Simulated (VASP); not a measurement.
# Bi (R-3m) in VASP: notebook

The runs below take Bi through single point, with PBE.

All numbers are computed with VASP 6.6.1; they aren't measurements. Logs are shortened: lines on timing, memory, paths and dates and some standing lists are left out, and cuts for length are marked.

**1. The cell of the first run**

The structure is trigonal, space group R-3m (No. 166). Conventional cell: a = 4.897 Å, b = 4.897 Å, c = 10.222 Å, α = 90.00°, β = 90.00°, γ = 120.00°. Within 4.1 Å of Bi (site symmetry 3m) lie 6 Bi at 3.14 to 3.48 Å.

**2. Single point, PBE**

Contents of INCAR:

```
SYSTEM = Bi
PREC = Accurate ; ENCUT = 520
EDIFF = 1E-6 ; ISMEAR = 0
SIGMA = 0.15 ; LREAL = .False.
LASPH = .True. ; NELM = 60
ALGO = Fast ; ISIF = 2
LWAVE = .False. ; LCHARG = .True.
GGA = PE ; LELF = .True.
LVHAR = .True. ; NBANDS = 22
```

Contents of KPOINTS:

```
regular mesh
0
Gamma
  12 12 12
  0 0 0
```

Contents of POSCAR:

```
Bi
1.0
    2.4485146788      1.4136506089      3.4074539057
   -2.4485146788      1.4136506089      3.4074539057
    0.0000000000     -2.8273012178      3.4074539058
Bi
2
Direct
    0.2338900000      0.2338900000      0.2338900000
    0.7661100000      0.7661100000      0.7661100000
```

Potentials or basis: VASP PAW PBE potentials, release 64 (Bi_d).

Launch:

```console
$ cat potpaw_PBE.64/Bi_d/POTCAR > POTCAR
$ mpirun -np 1 vasp_std > vasp.out
```

OUTCAR:

```text
SYSTEM = Bi
   PREC = Accurate
   ENCUT = 520
   EDIFF = 1E-6
   ISMEAR = 0
   LREAL = .False.
   LASPH = .True.
   NELM = 60
   ISIF = 2
   GGA = PE

 ion  position               nearest neighbor table
   1  0.234  0.234  0.234-   2 3.14   2 3.14   2 3.14   2 3.48   2 3.48   2 3.48
   2  0.766  0.766  0.766-   1 3.14   1 3.14   1 3.14   1 3.48   1 3.48   1 3.48

  LATTYP: Found a trigonal (rhomboedric) cell.
 ALAT       =     4.4276827230
 COS(alpha) =     0.3883789361

  Lattice vectors:

 A1 = (   2.4485146788,   1.4136506089,   3.4074539057)
 A2 = (  -2.4485146788,   1.4136506089,   3.4074539057)
 A3 = (   0.0000000000,  -2.8273012178,   3.4074539058)

Analysis of symmetry for initial positions (statically):
=====================================================================
 Subroutine PRICEL returns:
 Original cell was already a primitive cell.

 Routine SETGRP: Setting up the symmetry group for a
 trigonal (rhombohedral) supercell.

 Subroutine GETGRP returns: Found 12 space group operations
 (whereof 12 operations were pure point group operations)
 out of a pool of 12 trial point group operations.

The static configuration has the point symmetry D_3d.

Analysis of symmetry for dynamics (positions and initial velocities):
=====================================================================
 Subroutine PRICEL returns:
 Original cell was already a primitive cell.

 Routine SETGRP: Setting up the symmetry group for a
 trigonal (rhombohedral) supercell.

 Subroutine GETGRP returns: Found 12 space group operations
 (whereof 12 operations were pure point group operations)
 out of a pool of 12 trial point group operations.

The dynamic configuration has the point symmetry D_3d.

 Subroutine INISYM returns: Found 12 space group operations
 (whereof 12 operations are pure point group operations),
 and found     1 'primitive' translations

----------------------------------------------------------------------------------------

                                     Primitive cell

  volume of cell :      70.7662

  direct lattice vectors                    reciprocal lattice vectors
     2.448514679  1.413650609  3.407453906     0.204205433  0.117898062  0.097824752
    -2.448514679  1.413650609  3.407453906    -0.204205433  0.117898062  0.097824752
     0.000000000 -2.827301218  3.407453906     0.000000000 -0.235796123  0.097824752

  length of vectors
     4.427682723  4.427682723  4.427682723     0.255283164  0.255283164  0.255283164

  position of ions in fractional coordinates (direct lattice)
     0.233890000  0.233890000  0.233890000
     0.766110000  0.766110000  0.766110000

  ion indices of the primitive-cell ions
   primitive index   ion index
                 1           1
                 2           2

----------------------------------------------------------------------------------------

 KPOINTS: regular mesh

Automatic generation of k-mesh.
 Grid dimensions read from file:
 generate k-points for:   12   12   12

 Generating k-lattice:

  Cartesian coordinates                     Fractional coordinates (reciprocal lattice)
     0.017017119  0.009824838  0.008152063     0.083333333 -0.000000000  0.000000000
    -0.017017119  0.009824838  0.008152063    -0.000000000  0.083333333  0.000000000
     0.000000000 -0.019649677  0.008152063    -0.000000000 -0.000000000  0.083333333

  Length of vectors
     0.021273597  0.021273597  0.021273597

  Shift w.r.t. Gamma in fractional coordinates (k-lattice)
     0.000000000  0.000000000  0.000000000

 Subroutine IBZKPT returns following result:
 ===========================================

 Found    189 irreducible k-points:

 Following reciprocal coordinates:
            Coordinates               Weight
  0.000000  0.000000  0.000000      1.000000
  0.083333  0.000000 -0.000000      6.000000
  0.166667  0.000000  0.000000      6.000000
  0.250000  0.000000 -0.000000      6.000000
  0.333333 -0.000000 -0.000000      6.000000
  0.416667 -0.000000  0.000000      6.000000
[... 16 lines left out ...]
  0.500000  0.166667  0.000000     12.000000
 -0.416667  0.166667  0.000000     12.000000
 [... further k-points ...]
   k-points           NKPTS =    189   k-points in BZ     NKDIM =    189   number of bands    NBANDS=     22
   number of dos      NEDOS =    301   number of ions     NIONS =      2
   total plane-waves  NPLWV =  46656
   dimension x,y,z NGX =    36 NGY =   36 NGZ =   36
   dimension x,y,z NGXF=    72 NGYF=   72 NGZF=   72
   ions per type =               2
   NGX,Y,Z   is equivalent  to a cutoff of  13.52, 13.52, 13.52 a.u.
   NGXF,Y,Z  is equivalent  to a cutoff of  27.03, 27.03, 27.03 a.u.
 SYSTEM =  Bi
   PREC   = accura    normal or accurate (medium, high low for compatibility)
   ISTART =      0    job   : 0-new  1-cont  2-samecut
   ICHARG =      2    charge: 1-file 2-atom 10-const
   ISPIN  =      1    spin polarized calculation?
   LNONCOLLINEAR =      F non collinear calculations
   LSORBIT =      F    spin-orbit coupling
   LASPH  =      T    aspherical Exc in radial PAW
   ENCUT  =  520.0 eV  38.22 Ry    6.18 a.u.   8.23  8.23  8.23*2*pi/ulx,y,z
   NELM   =     60;   NELMIN=  2; NELMDL= -5     # of ELM steps
   EDIFF  = 0.1E-05   stopping-criterion for ELM
   LREAL  =      F    real-space projection
   EDIFFG = 0.1E-04   stopping-criterion for IOM
   NSW    =      0    number of steps for IOM
   IBRION =     -1    ionic relax: 0-MD 1-quasi-New 2-CG
   NFREE  =      0    steps in history (QN), initial steepest desc. (CG)
   ISIF   =      2    stress and relaxation
   ISYM   =      2    0-nonsym 1-usesym 2-fastsym
   POTIM  = 0.5000    time-step for ionic-motion
   TEBEG  =    0.0;   TEEND  =   0.0 temperature during run
   PSTRESS=    0.0 pullay stress
   NELECT =      30.0000    total number of electrons
   NUPDOWN=      -1.0000    fix difference up-down
   EMIN   =  10.00;   EMAX   =-10.00  energy-range for DOS
   EFERMI =   0.00;   METHOD = LEGACY
   ISMEAR =     0;   SIGMA  =   0.15  broadening in eV -4-tet -1-fermi 0-gaus
   EFERMI_NEDOS =   21; number of points for ismear=-14 and -15
   IALGO  =     68    algorithm
   IMIX   =      4    mixing-type and parameters
     AMIX     =   0.40;   BMIX     =  1.00
     AMIX_MAG =   1.60;   BMIX_MAG =  1.00
  volume/ion in A,a.u.               =      35.38       238.78
  Fermi-wavevector in a.u.,A,eV,Ry     =   1.229815  2.324014 20.578074  1.512446
  Thomas-Fermi vector in A             =   2.364688
   LORBIT       =      0    0 simple, 1 ext, 2 COOP (PROOUT), +10 PAW based schemes
   GGA     = PE    functional components
   LHFCALC =     F    Hartree Fock is set to
   AEXX    =    0.0000 exact exchange contribution
   IVDW    =     0    specifies the selected vdW correction
   LEPSILON=     F    determine dielectric tensor
   LRPA    =     F    only Hartree local field effects (RPA)
 non-spin polarized calculation
 RMM-DIIS sequential band-by-band and
 Gauss-broadening in eV      SIGMA  =   0.15
  energy-cutoff  :      520.00
  volume of cell :       70.77
 maximum number of plane-waves:      1919
 NGX is ok and might be reduce to    36

 number of electron      30.0000000 magnetization

 Free energy of the ion-electron system (eV)
  ---------------------------------------------------
  ext. energy  EPLUGINS =         0.00000000
  ---------------------------------------------------
  free energy    TOTEN  =        -7.60662024 eV

  energy without entropy =       -7.59286288  energy(sigma->0) =       -7.59974156

 E-fermi :   6.1936     XC(G=0):  -9.5490

 val. band max:        6.1912177179   @ k =  -0.1667   0.1667   0.0000
 cond. band min:       6.1937151831   @ k =   0.5000   0.2500   0.1667
 fundamental gap:      0.0024974653
 Fermi energy:         6.1935780614

 k-point     1 :       0.0000    0.0000    0.0000
  band No.  band energies     occupation
      1     -16.6523      2.00000
      2     -16.6523      2.00000
      3     -16.5375      2.00000
      4     -16.5375      2.00000
      5     -16.4852      2.00000
      6     -16.3905      2.00000
[... 14 lines left out ...]
     21      12.3916      0.00000
     22      13.1081      0.00000

 k-point     2 :       0.0833    0.0000   -0.0000
  band No.  band energies     occupation
      1     -16.6478      2.00000
      2     -16.6472      2.00000
      3     -16.5344      2.00000
      4     -16.5339      2.00000
      5     -16.4827      2.00000
      6     -16.3934      2.00000
[... 14 lines left out ...]
     21      12.8987      0.00000
     22      13.0345      0.00000

 k-point     3 :       0.1667    0.0000    0.0000
  band No.  band energies     occupation
      1     -16.6345      2.00000
      2     -16.6324      2.00000
      3     -16.5252      2.00000
      4     -16.5235      2.00000
      5     -16.4753      2.00000
      6     -16.4025      2.00000
[... 14 lines left out ...]
     21      13.1859      0.00000
     22      14.0613      0.00000

 k-point     4 :       0.2500    0.0000   -0.0000
  band No.  band energies     occupation
      1     -16.6140      2.00000
      2     -16.6091      2.00000
      3     -16.5112      2.00000
      4     -16.5074      2.00000
      5     -16.4639      2.00000
      6     -16.4180      2.00000
[... 14 lines left out ...]
     21      13.9268      0.00000
     22      15.2277      0.00000

 k-point     5 :       0.3333   -0.0000   -0.0000
  band No.  band energies     occupation
      1     -16.5890      2.00000
      2     -16.5795      2.00000
      3     -16.4948      2.00000
      4     -16.4878      2.00000
      5     -16.4546      2.00000
      6     -16.4341      2.00000
[... 417 lines left out ...]
 k-point    22 :       0.4167    0.1667    0.0000
  band No.  band energies     occupation
      1     -16.6117      2.00000
      2     -16.5407      2.00000
      3     -16.5018      2.00000
      4     -16.4752      2.00000
      5     -16.4626      2.00000
      6     -16.4345      2.00000
[... 14 lines left out ...]
     21      14.8344      0.00000
     22      16.3898      0.00000

 k-point    23 :       0.5000    0.1667    0.0000
  band No.  band energies     occupation
      1     -16.5906      2.00000
      2     -16.5315      2.00000
      3     -16.4904      2.00000
      4     -16.4686      2.00000
      5     -16.4650      2.00000
      6     -16.4347      2.00000
[... 14 lines left out ...]
     21      14.5485      0.00000
     22      16.5935      0.00000

 k-point    24 :      -0.4167    0.1667    0.0000
  band No.  band energies     occupation
      1     -16.5857      2.00000
      2     -16.5221      2.00000
      3     -16.4946      2.00000
      4     -16.4706      2.00000
      5     -16.4545      2.00000
      6     -16.4447      2.00000
[... 14 lines left out ...]
     21      15.2406      0.00000
     22      15.7740      0.00000

 [... further k-points ...]
[... 5 lines left out ...]
  --------------------------------------------------------------------------------------
  -------------------------------------------------------------------------------------
  Total       -0.3253922     -0.3253922      0.9263677      0.0000000      0.0000000      0.0000000
  in kB       -7.3670177     -7.3670177     20.9733570      0.0000000      0.0000000      0.0000000
  external PRESSURE =       2.0797738 kB  Pullay stress =       0.0000000 kB

 VOLUME and BASIS-vectors are now :
 -----------------------------------------------------------------------------
  energy-cutoff  :      520.00
  volume of cell :       70.77
      direct lattice vectors                 reciprocal lattice vectors
     2.448514679  1.413650609  3.407453906     0.204205433  0.117898062  0.097824752
    -2.448514679  1.413650609  3.407453906    -0.204205433  0.117898062  0.097824752
     0.000000000 -2.827301218  3.407453906     0.000000000 -0.235796123  0.097824752

 POSITION                                       TOTAL-FORCE (eV/Angst)
 -----------------------------------------------------------------------------------
      0.00000      0.00000      2.39091         0.000000      0.000000      0.355154
      0.00000      0.00000      7.83145         0.000000      0.000000     -0.355154
 -----------------------------------------------------------------------------------
    total drift:                                0.000000     -0.000000      0.000000

  FREE ENERGIE OF THE ION-ELECTRON SYSTEM (eV)
  ---------------------------------------------------
  free  energy   TOTEN  =        -7.6066202445 eV

  energy  without entropy=       -7.5928628831  energy(sigma->0) =       -7.59974156
```

It took 3.5 min on 1 thread of Intel Xeon Platinum 8559C (Emerald Rapids), shared host; peak memory 0.36 GiB.

What came out:

```yaml
Free_energy: -7.6066 eV
Pressure: 0.2 GPa
Largest_force: 0.355 eV/Å
Band_gap_on_the_k_mesh: zero (band 15 reaches 6.35 eV, above the bottom of band 16 at 5.59 eV)
```

Forces on the atoms (eV/Å):
```
Bi   0.000  0.000  0.355
Bi   0.000  0.000 -0.355
```

Caveat: spin-orbit coupling is left out, which moves the levels of the heavy elements.

**3. Single point, PBE**

This run uses another cell than the first one, of the same volume but with other edges.

Contents of INCAR:

```
SYSTEM = Bi
  PREC = Accurate
  ENCUT = 520
  EDIFF = 1E-6
  ISMEAR = 0
  SIGMA = 0.15
  LREAL = .FALSE.
  LASPH = .TRUE.
  NELM = 100
  ALGO = Fast
  ISIF = 2
  LWAVE = .FALSE.
  LCHARG = .FALSE.
  GGA = PE
  NBANDS = 22
```

Contents of KPOINTS:

```
regular mesh
0
G
  12 12 12
  0 0 0
```

Contents of POSCAR:

```
Bi
1.0
    2.0826594288      1.2024239818      4.7097613332
   -2.0826594288      1.2024239818      4.7097613332
    0.0000000000     -2.4048479636      4.7097613332
Bi
2
Direct
    0.2338900000      0.2338900000      0.2338900000
    0.7661100000      0.7661100000      0.7661100000
```

Potentials or basis: VASP PAW PBE potentials, release 64 (Bi_d).

Launch:

```console
$ cat potpaw_PBE.64/Bi_d/POTCAR > POTCAR
$ mpirun -np 1 vasp_std > vasp.out
```

Run time: 7.3 min. Hardware: 1 thread of Intel Xeon Platinum 8559C (Emerald Rapids), shared host; peak memory 0.4 GiB.

Results (log left out):

```
Free energy            : -7.5737 eV
Pressure               : 1.9 GPa
Largest force          : 0.035 eV/Å
Band gap on the k mesh : zero (band 15 reaches 6.96 eV, above the bottom of band 16 at 5.81 eV)
```

Forces on the atoms (eV/Å):
```
Bi   0.000  0.000 -0.035
Bi   0.000  0.000  0.035
```

Stress tensor (GPa, compression positive):
```
 3.15  0.00  0.00
 0.00  3.15  0.00
 0.00  0.00 -0.69
```

Levels at points of the mesh, in eV from the Fermi level:
```csv
k point,band 13,band 14,band 15,band 16,band 17,band 18
"(0.00, 0.00, 0.00)",-3.05,-0.05,-0.05,2.82,3.02,3.02
"(0.50, 0.00, 0.00)",-2.68,-1.16,-0.93,-0.08,0.06,1.50
"(0.50, 0.50, 0.00)",-4.64,-3.51,-1.91,2.59,4.05,4.35
"(0.50, 0.50, 0.50)",0.29,0.41,0.41,1.07,1.86,1.86
```

Caveat: spin-orbit coupling is left out, which moves the levels of the heavy elements.
